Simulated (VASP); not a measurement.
# AgCl (P6_3/mmc) in VASP: single point with HSE06

Aim: the single point of AgCl with HSE06.

Program: VASP 6.6.1. These are calculated values, not measurements. Logs are shortened: lines on timing, memory, paths and dates and some standing lists are left out, and cuts for length are marked.

## (1) The cell of the first run

It takes space group P6_3/mmc (No. 194, hexagonal). The conventional cell has a = 4.518 Å, b = 4.518 Å, c = 5.723 Å, α = 90.00°, β = 90.00°, γ = 120.00°. Within 3.4 Å of Ag (site symmetry -6m2) lie 5 Cl at 2.61 to 2.86 Å. Cl (site symmetry -6m2) has 5 Ag at 2.61 to 2.86 Å within 3.4 Å.

## (2) Single point, HSE06

File POSCAR:

```
AgCl
1.0
    4.5183989971      0.0000000000      0.0000000000
   -2.2591994986      3.9130483159      0.0000000000
    0.0000000000      0.0000000000      5.7230254441
Ag Cl
2 2
Direct
    0.3333333333      0.6666666667      0.2500000000
    0.6666666667      0.3333333333      0.7500000000
    0.6666666667      0.3333333333      0.2500000000
    0.3333333333      0.6666666667      0.7500000000
```

File INCAR.step1:

```
PREC = Accurate
ENCUT = 520
EDIFF = 1E-5
ISMEAR = 0
SIGMA = 0.01
LREAL = False
LASPH = True
NELM = 80
ALGO = Normal
ISIF = 2
LWAVE = True
NBANDS = 26
GGA = PE
KPAR = 2
```

File INCAR.step2:

```
PREC = Accurate
ENCUT = 520
EDIFF = 1E-6
ISMEAR = 0
SIGMA = 0.01
LREAL = False
LASPH = True
NELM = 80
ALGO = Normal
ISIF = 2
LWAVE = False
LCHARG = True
GGA = PE
LHFCALC = True
HFSCREEN = 0.2079
PRECFOCK = Normal
LVHAR = True
NBANDS = 26
ISTART = 1
KPAR = 2
```

File KPOINTS:

```
regular mesh
0
Gamma
  6 6 2
```

Potentials or basis: VASP PAW PBE potentials, release 64 (Ag, Cl).

On the command line:

```bash
cat potpaw_PBE.64/Ag/POTCAR potpaw_PBE.64/Cl/POTCAR > POTCAR
cp INCAR.step1 INCAR
mpirun -np 2 vasp_std > vasp.out
cp INCAR.step2 INCAR
mpirun -np 2 vasp_std > vasp.out
```

OUTCAR:

```text
PREC = Accurate
   ENCUT = 520
   EDIFF = 1E-6
   ISMEAR = 0
   LREAL = False
   LASPH = True
   NELM = 80
   ISIF = 2
   GGA = PE
   LHFCALC = True
   HFSCREEN = 0.2079
   PRECFOCK = Normal
   ISTART = 1

 ion  position               nearest neighbor table
   1  0.333  0.667  0.250-   3 2.61   3 2.61   3 2.61   4 2.86   4 2.86
   2  0.667  0.333  0.750-   4 2.61   4 2.61   4 2.61   3 2.86   3 2.86
   3  0.667  0.333  0.250-   1 2.61   1 2.61   1 2.61   2 2.86   2 2.86
   4  0.333  0.667  0.750-   2 2.61   2 2.61   2 2.61   1 2.86   1 2.86

  LATTYP: Found a hexagonal cell.
 ALAT       =     4.5183989971
 C/A-ratio  =     1.2666047084

  Lattice vectors:

 A1 = (   4.5183989971,   0.0000000000,   0.0000000000)
 A2 = (  -2.2591994986,   3.9130483159,   0.0000000000)
 A3 = (   0.0000000000,   0.0000000000,   5.7230254441)

Analysis of symmetry for initial positions (statically):
=====================================================================
 Subroutine PRICEL returns:
 Original cell was already a primitive cell.

 Routine SETGRP: Setting up the symmetry group for a
 hexagonal supercell.

 Subroutine GETGRP returns: Found 24 space group operations
 (whereof 12 operations were pure point group operations)
 out of a pool of 24 trial point group operations.

The static configuration has the point symmetry D_3d.
 The point group associated with its full space group is D_6h.

Analysis of symmetry for dynamics (positions and initial velocities):
=====================================================================
 Subroutine PRICEL returns:
 Original cell was already a primitive cell.

 Routine SETGRP: Setting up the symmetry group for a
 hexagonal supercell.

 Subroutine GETGRP returns: Found 24 space group operations
 (whereof 12 operations were pure point group operations)
 out of a pool of 24 trial point group operations.

The dynamic configuration has the point symmetry D_3d.
 The point group associated with its full space group is D_6h.

 Subroutine INISYM returns: Found 24 space group operations
 (whereof 12 operations are pure point group operations),
 and found     1 'primitive' translations

----------------------------------------------------------------------------------------

                                     Primitive cell

  volume of cell :     101.1872

  direct lattice vectors                    reciprocal lattice vectors
     4.518398997  0.000000000  0.000000000     0.221317330  0.127777620  0.000000000
    -2.259199499  3.913048316  0.000000000     0.000000000  0.255555240  0.000000000
     0.000000000  0.000000000  5.723025444     0.000000000  0.000000000  0.174732755

  length of vectors
     4.518398997  4.518398997  5.723025444     0.255555240  0.255555240  0.174732755

  position of ions in fractional coordinates (direct lattice)
     0.333333333  0.666666667  0.250000000
     0.666666667  0.333333333  0.750000000
     0.666666667  0.333333333  0.250000000
     0.333333333  0.666666667  0.750000000

  ion indices of the primitive-cell ions
   primitive index   ion index
                 1           1
                 2           2
                 3           3
                 4           4

----------------------------------------------------------------------------------------

 KPOINTS: regular mesh

Automatic generation of k-mesh.
 Grid dimensions read from file:
 generate k-points for:    6    6    2

 Generating k-lattice:

  Cartesian coordinates                     Fractional coordinates (reciprocal lattice)
     0.036886222  0.021296270  0.000000000     0.166666667  0.000000000  0.000000000
     0.000000000  0.042592540  0.000000000     0.000000000  0.166666667  0.000000000
     0.000000000  0.000000000  0.087366377     0.000000000  0.000000000  0.500000000

  Length of vectors
     0.042592540  0.042592540  0.087366377

  Shift w.r.t. Gamma in fractional coordinates (k-lattice)
     0.000000000  0.000000000  0.000000000

 Subroutine IBZKPT returns following result:
 ===========================================

 Found     14 irreducible k-points:

 Following reciprocal coordinates:
            Coordinates               Weight
  0.000000  0.000000  0.000000      1.000000
  0.166667  0.000000  0.000000      6.000000
  0.333333  0.000000  0.000000      6.000000
  0.500000  0.000000  0.000000      3.000000
  0.166667  0.166667  0.000000      6.000000
  0.333333  0.166667  0.000000     12.000000
  0.333333  0.333333  0.000000      2.000000
  0.000000  0.000000  0.500000      1.000000
  0.166667  0.000000  0.500000      6.000000
  0.333333  0.000000  0.500000      6.000000
  0.500000  0.000000  0.500000      3.000000
  0.166667  0.166667  0.500000      6.000000
  0.333333  0.166667  0.500000     12.000000
  0.333333  0.333333  0.500000      2.000000
   k-points           NKPTS =     14   k-points in BZ     NKDIM =     72   number of bands    NBANDS=     26
   number of dos      NEDOS =    301   number of ions     NIONS =      4
   total plane-waves  NPLWV =  62208
   dimension x,y,z NGX =    36 NGY =   36 NGZ =   48
   dimension x,y,z NGXF=    72 NGYF=   72 NGZF=   96
   ions per type =               2   2
   NGX,Y,Z   is equivalent  to a cutoff of  13.25, 13.25, 13.94 a.u.
   NGXF,Y,Z  is equivalent  to a cutoff of  26.49, 26.49, 27.89 a.u.
 SYSTEM =  unknown system
   PREC   = accura    normal or accurate (medium, high low for compatibility)
   ISTART =      1    job   : 0-new  1-cont  2-samecut
   ICHARG =      0    charge: 1-file 2-atom 10-const
   ISPIN  =      1    spin polarized calculation?
   LNONCOLLINEAR =      F non collinear calculations
   LSORBIT =      F    spin-orbit coupling
   LASPH  =      T    aspherical Exc in radial PAW
   ENCUT  =  520.0 eV  38.22 Ry    6.18 a.u.   8.40  8.40 10.64*2*pi/ulx,y,z
   NELM   =     80;   NELMIN=  2; NELMDL=  0     # of ELM steps
   EDIFF  = 0.1E-05   stopping-criterion for ELM
   LREAL  =      F    real-space projection
   EDIFFG = 0.1E-04   stopping-criterion for IOM
   NSW    =      0    number of steps for IOM
   IBRION =     -1    ionic relax: 0-MD 1-quasi-New 2-CG
   NFREE  =      0    steps in history (QN), initial steepest desc. (CG)
   ISIF   =      2    stress and relaxation
   ISYM   =      3    0-nonsym 1-usesym 2-fastsym
   POTIM  = 0.5000    time-step for ionic-motion
   TEBEG  =    0.0;   TEEND  =   0.0 temperature during run
   PSTRESS=    0.0 pullay stress
   NELECT =      36.0000    total number of electrons
   NUPDOWN=      -1.0000    fix difference up-down
   EMIN   =  10.00;   EMAX   =-10.00  energy-range for DOS
   EFERMI =   0.00;   METHOD = LEGACY
   ISMEAR =     0;   SIGMA  =   0.01  broadening in eV -4-tet -1-fermi 0-gaus
   EFERMI_NEDOS =   21; number of points for ismear=-14 and -15
   IALGO  =     38    algorithm
   IMIX   =      1    mixing-type and parameters
     AMIX     =   0.40;   BMIX     =  1.00
     AMIX_MAG =   1.60;   BMIX_MAG =  1.00
  volume/ion in A,a.u.               =      25.30       170.71
  Fermi-wavevector in a.u.,A,eV,Ry     =   1.160025  2.192129 18.308774  1.345657
  Thomas-Fermi vector in A             =   2.296611
   LORBIT       =      0    0 simple, 1 ext, 2 COOP (PROOUT), +10 PAW based schemes
   GGA     = PE    functional components
   LHFCALC =     T    Hartree Fock is set to
   PRECFOCK=normal    Normal, Fast or Accurate (Low or Medium for compatibility)
   ENCUT4O =  -1.0   cutoff for four orbital integrals eV
   NKREDX  =     1    reduce k-point grid by
   NKREDY  =     1    reduce k-point grid by
   NKREDZ  =     1    reduce k-point grid by
   AEXX    =    0.2500 exact exchange contribution
   HFSCREEN=    0.2079 screening length (either q_TF or 0.3 A-1)
   HFSCREENC=   0.2079 screening length for correlation (either q_TF or 0.3 A-1)
   ENCUTFOCK=  -1.0 apply spherical cutoff to Coloumb kernel
   IVDW    =     0    specifies the selected vdW correction
   LEPSILON=     F    determine dielectric tensor
   LRPA    =     F    only Hartree local field effects (RPA)
 non-spin polarized calculation
 Gauss-broadening in eV      SIGMA  =   0.01
  energy-cutoff  :      520.00
  volume of cell :      101.19
 maximum number of plane-waves:      2743
 NGX is ok and might be reduce to    36
  NGX = 28; NGY = 28; NGZ = 32

 number of electron      35.9999989 magnetization

 Free energy of the ion-electron system (eV)
  ---------------------------------------------------
  ext. energy  EPLUGINS =         0.00000000
  ---------------------------------------------------
  free energy    TOTEN  =       -13.31613082 eV

  energy without entropy =      -13.31613082  energy(sigma->0) =      -13.31613082

 E-fermi :   1.1721     XC(G=0):  -7.3164

 val. band max:        1.0881366371   @ k =   0.3333   0.3333   0.5000
 cond. band min:       3.9233484661   @ k =   0.0000   0.0000   0.0000
 fundamental gap:      2.8352118291
 Fermi energy:         1.1721459734

 k-point     1 :       0.0000    0.0000    0.0000
  band No.  band energies     occupation
      1     -14.8119      2.00000
      2     -14.4068      2.00000
      3      -3.3233      2.00000
      4      -3.3233      2.00000
      5      -3.1232      2.00000
      6      -3.1232      2.00000
[... 18 lines left out ...]
     25      11.2207      0.00000
     26      13.2016      0.00000

 k-point     2 :       0.1667    0.0000    0.0000
  band No.  band energies     occupation
      1     -14.7658      2.00000
      2     -14.4073      2.00000
      3      -3.3035      2.00000
      4      -3.2335      2.00000
      5      -3.1202      2.00000
      6      -2.9789      2.00000
[... 18 lines left out ...]
     25      11.6979      0.00000
     26      12.7291      0.00000

 k-point     3 :       0.3333    0.0000    0.0000
  band No.  band energies     occupation
      1     -14.6583      2.00000
      2     -14.4227      2.00000
      3      -3.2690      2.00000
      4      -3.0082      2.00000
      5      -2.9955      2.00000
      6      -2.6772      2.00000
[... 18 lines left out ...]
     25      12.0804      0.00000
     26      12.6966      0.00000

 k-point     4 :       0.5000    0.0000    0.0000
  band No.  band energies     occupation
      1     -14.5844      2.00000
      2     -14.4502      2.00000
      3      -3.2399      2.00000
      4      -2.8642      2.00000
      5      -2.8517      2.00000
      6      -2.5599      2.00000
[... 18 lines left out ...]
     25      12.5453      0.00000
     26      13.0879      0.00000

 k-point     5 :       0.1667    0.1667    0.0000
  band No.  band energies     occupation
      1     -14.6882      2.00000
      2     -14.4160      2.00000
      3      -3.2220      2.00000
      4      -3.1587      2.00000
      5      -3.0224      2.00000
      6      -2.7122      2.00000
[... 18 lines left out ...]
     25      11.9849      0.00000
     26      12.4662      0.00000

 k-point     6 :       0.3333    0.1667    0.0000
  band No.  band energies     occupation
      1     -14.5853      2.00000
      2     -14.4496      2.00000
      3      -3.1522      2.00000
      4      -2.9611      2.00000
      5      -2.8568      2.00000
      6      -2.5856      2.00000
[... 137 lines left out ...]
 k-point    11 :       0.5000    0.0000    0.5000
  band No.  band energies     occupation
      1     -14.4928      2.00000
      2     -14.4928      2.00000
      3      -3.4703      2.00000
      4      -3.4703      2.00000
      5      -2.9010      2.00000
      6      -2.9010      2.00000
[... 18 lines left out ...]
     25      12.0909      0.00000
     26      12.0909      0.00000

 k-point    12 :       0.1667    0.1667    0.5000
  band No.  band energies     occupation
      1     -14.5305      2.00000
      2     -14.5305      2.00000
      3      -3.4230      2.00000
      4      -3.4230      2.00000
      5      -2.9813      2.00000
      6      -2.9813      2.00000
[... 18 lines left out ...]
     25      11.2880      0.00000
     26      11.2880      0.00000

 k-point    13 :       0.3333    0.1667    0.5000
  band No.  band energies     occupation
      1     -14.4929      2.00000
      2     -14.4929      2.00000
      3      -3.4512      2.00000
      4      -3.4512      2.00000
      5      -2.9044      2.00000
      6      -2.9044      2.00000
[... 18 lines left out ...]
     25      11.9841      0.00000
     26      11.9841      0.00000

 k-point    14 :       0.3333    0.3333    0.5000
  band No.  band energies     occupation
      1     -14.4805      2.00000
      2     -14.4805      2.00000
      3      -3.4370      2.00000
      4      -3.4370      2.00000
      5      -2.8711      2.00000
      6      -2.8711      2.00000
[... 18 lines left out ...]
     25      12.1603      0.00000
     26      12.1603      0.00000

------------------------ aborting loop because EDIFF is reached ----------------------------------------

  FORCE on cell =-STRESS in cart. coord.  units (eV):
  Direction    XX          YY          ZZ          XY          YZ          ZX
  --------------------------------------------------------------------------------------
  -------------------------------------------------------------------------------------
  Total        0.6247222      0.6247222      0.6796993     -0.0000000      0.0000000     -0.0000000
  in kB        9.8917257      9.8917257     10.7622216     -0.0000000      0.0000000     -0.0000000
  external PRESSURE =      10.1818910 kB  Pullay stress =       0.0000000 kB

 VOLUME and BASIS-vectors are now :
 -----------------------------------------------------------------------------
  energy-cutoff  :      520.00
  volume of cell :      101.19
      direct lattice vectors                 reciprocal lattice vectors
     4.518398997  0.000000000  0.000000000     0.221317330  0.127777620  0.000000000
    -2.259199499  3.913048316  0.000000000     0.000000000  0.255555240  0.000000000
     0.000000000  0.000000000  5.723025444     0.000000000  0.000000000  0.174732755

 POSITION                                       TOTAL-FORCE (eV/Angst)
 -----------------------------------------------------------------------------------
     -0.00000      2.60870      1.43076         0.000000     -0.000000     -0.000000
      2.25920      1.30435      4.29227        -0.000000      0.000000      0.000000
      2.25920      1.30435      1.43076        -0.000000      0.000000      0.000000
     -0.00000      2.60870      4.29227         0.000000     -0.000000      0.000000
 -----------------------------------------------------------------------------------
    total drift:                                0.000000     -0.000000      0.000000

  FREE ENERGIE OF THE ION-ELECTRON SYSTEM (eV)
  ---------------------------------------------------
  free  energy   TOTEN  =       -13.3161308231 eV

  energy  without entropy=      -13.3161308231  energy(sigma->0) =      -13.31613082
```

It took 49 min on 2 MPI ranks of Intel Xeon Platinum 8259CL at 2.50GHz (Skylake/Cascade Lake), shared host; peak memory 0.38 GiB.

Results:

* Free energy: -13.3161 eV
* Pressure: 1.0 GPa
* Band gap on the k mesh: 2.84 eV (least direct gap 2.85 eV)

Caveat: the k points lie up to 0.55 Å⁻¹ apart; the PAW data sets were made with another functional, which shifts forces and pressure a little. A k mesh can miss the band edges.
